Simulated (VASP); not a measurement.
Here is a VASP 6.6.1 calculation.

The input INCAR:

```
PREC = Accurate ; ENCUT = 520
EDIFF = 1E-6 ; ISMEAR = 0
SIGMA = 0.15 ; LREAL = False
LASPH = True ; NELM = 80
ALGO = Normal ; ISIF = 2
LWAVE = False ; LCHARG = False
GGA = CA ; NBANDS = 14
```

KPOINTS

```
regular mesh
0
Gamma
  22 22 22
```

POSCAR

```
Rh
1.0
    0.0000000000      1.8645955360      1.5977719148
    1.8645955360      0.0000000000      1.5977719148
    1.8645955360      1.8645955360      0.0000000000
Rh
1
Direct
    0.0000000000      0.0000000000      0.0000000000
```

Potentials or basis: VASP PAW LDA potentials, release 64 (Rh_pv).

Run with:

```console
$ cat potpaw_LDA.64/Rh_pv/POTCAR > POTCAR
$ mpirun -np 1 vasp_std > vasp.out
```

What does it give for the band gap on the k mesh?

Zero (an odd number of electrons rules out a gap without spin polarisation).

Predict the pressure.

91.6 GPa.

Stress tensor (GPa, compression positive):
```
 75.33   0.00   0.00
  0.00  75.33   0.00
  0.00   0.00 124.02
```

Caveat: the stress differs along the axes, from 75 to 124 GPa.
